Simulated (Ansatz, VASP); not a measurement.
# One calculation of CsSnBr3, two programs

Contents of INCAR:

```
ALGO     = Normal         # electronic algorithm
EDIFF    = 1E-6           # SCF threshold, eV
ENCUT    = 500            # plane-wave cutoff, eV
GGA      = PE             # functional
GGA_COMPAT= False        
ISIF     = 2              # what is computed and relaxed
ISMEAR   = 0              # smearing method
LASPH    = True           # aspherical terms in the spheres
LCHARG   = False          # write CHGCAR
LREAL    = False          # projectors in reciprocal space
LWAVE    = False          # write WAVECAR
NBANDS   = 30             # bands
NELM     = 120            # most SCF steps
PREC     = Accurate       # precision mode
SIGMA    = 0.05           # smearing width, eV
```

KPOINTS

```
k-points
0
Gamma
  6 6 6
```

File POSCAR:

```
CsSnBr3
1.0
    5.8468845537      0.0000000000      0.0000000000
    0.0000000000      5.8468845537      0.0000000000
    0.0000000000      0.0000000000      5.8468845537
Cs Sn Br
1 1 3
Direct
    0.0000000000      0.0000000000      0.0000000000
    0.5000000000      0.5000000000      0.5000000000
    0.5000000000      0.0000000000      0.5000000000
    0.5000000000      0.5000000000      0.0000000000
    0.0000000000      0.5000000000      0.5000000000
```

Input for Ansatz:

```yaml
crystal:
  lattice:
    - [5.8468845537, 0.0, 0.0]
    - [0.0, 5.8468845537, 0.0]
    - [0.0, 0.0, 5.8468845537]
  atoms:
    - { symbol: Cs, position: [0.0, 0.0, 0.0] }
    - { symbol: Sn, position: [0.5, 0.5, 0.5] }
    - { symbol: Br, position: [0.5, 0.0, 0.5] }
    - { symbol: Br, position: [0.5, 0.5, 0.0] }
    - { symbol: Br, position: [0.0, 0.5, 0.5] }
basis:
  ecutwfc: 420
  ecutrho_ratio: 4
kpoints:
  mp_grid: { grid: [6, 6, 6] }
hamiltonian:
  xc: pbe
scf:
  occupations: { method: gaussian, width: 0.05 }
output:
  forces: true
  stress: true
  eigenvalues: true
```

Alike in both runs: task single point; functional PBE; k mesh 6 × 6 × 6; occupations gaussian, width 0.05 eV; no spin polarisation.

```csv
,VASP,Ansatz
version,VASP 6.6.1,Ansatz 0.2.0
potentials or method,"VASP PAW PBE potentials, release 64 (Cs_sv, Sn_d, Br), cutoff 500 eV","scalar-relativistic, plane waves, PAW"
valence electrons in the cell,44,44
```

```tsv
	VASP	Ansatz	Ansatz less VASP
gap on the k mesh at the Fermi level (eV)	0.52	0.52	0.000
least direct gap on the mesh (eV)	0.52	0.52	0.000
pressure (GPa)	0.5	0.5	+0.01
```

Neither program's run includes spin-orbit coupling.
